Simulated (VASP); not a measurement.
The system is Sb.

```
Sb
1.0
    -1.87134    1.87134    1.87134
     1.87134   -1.87134    1.87134
     1.87134    1.87134   -1.87134
Sb
1
Direct
  0.00000 0.00000 0.00000
```

| Property | Result |
| --- | --- |
| Program | VASP 6.6.1 |
| Task | relaxation of cell and atoms |
| Functional | PBEsol |
| Dispersion | D4 |
| Potentials or basis | VASP PAW PBE potentials, release 64 (Sb) |
| Cutoff | 600 eV |
| k mesh | 10 × 10 × 10 |
| Occupations | fermi-dirac, width 0.05 eV |
| Spin | no spin polarisation |

At the start: pressure -2.0 GPa; volume 26.21 Å³/atom.

Where does the relaxation end?

Over 3 steps the energy falls by 4.9 meV/atom and the volume is 25.45 Å³/atom (-2.9 %); space group Im-3m (No. 229, to 0.05 Å).

The path:
```tsv
step	energy change (eV)	largest force (eV/Å)	pressure (GPa)	volume (Å³)
1	0.0000	0.0000	-2.02	26.21
2	-0.0029	0.0000	1.41	24.98
3	-0.0049	0.0000	0.01	25.45
```

Final structure:
```
CELL_PARAMETERS angstrom
-1.85305 1.85305 1.85305
1.85305 -1.85305 1.85305
1.85305 1.85305 -1.85305
ATOMIC_POSITIONS crystal
Sb 0.00000 0.00000 0.00000
```

Caveat: the PAW data sets were made with another functional, which shifts forces and pressure a little; pairwise dispersion overbinds metals, which lowers pressure and volume.
